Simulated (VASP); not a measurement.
A run of VASP 6.6.1 is set up as follows.

Contents of INCAR:

```
SYSTEM = BN
  GGA = PE
  LDIPOL = .True.
  IDIPOL = 3
  DIPOL = 0.5 0.5 0.500
  ISMEAR = 0
  SIGMA = 0.03
  LWAVE = .False.
  LCHARG = .False.
  ISIF = 0
  PREC = Accurate
  LASPH = .True.
  LREAL = .False.
  ALGO = Normal
  EDIFF = 1E-6
  NELM = 120
  GGA_COMPAT = .False.
  ENCUT = 720
  EFERMI = MIDGAP
  NELMDL = -8
  NBANDS = 24
```

KPOINTS

```
Automatic mesh
0
Gamma
  20 20 1
  0 0 0
```

File POSCAR:

```
BN
1.0
    2.5017062525      0.0000000000      0.0000000000
    1.2492946936     -2.1674401819      0.0000000000
    0.0000000000      0.0000000000    -16.0000000000
N B
1 1
Direct
    0.0000000000      1.0000000000      0.5000000000
    0.6666026900      0.6666026900      0.5000000000
```

Potentials or basis: VASP PAW PBE potentials, release 64 (N, B).

The run is started by

```console
$ cat potpaw_PBE.64/N/POTCAR potpaw_PBE.64/B/POTCAR > POTCAR
$ mpirun -np 1 vasp_std > vasp.out
```

Task: What does it give for the band gap on the k mesh?

Result: 4.71 eV (least direct gap 4.75 eV).
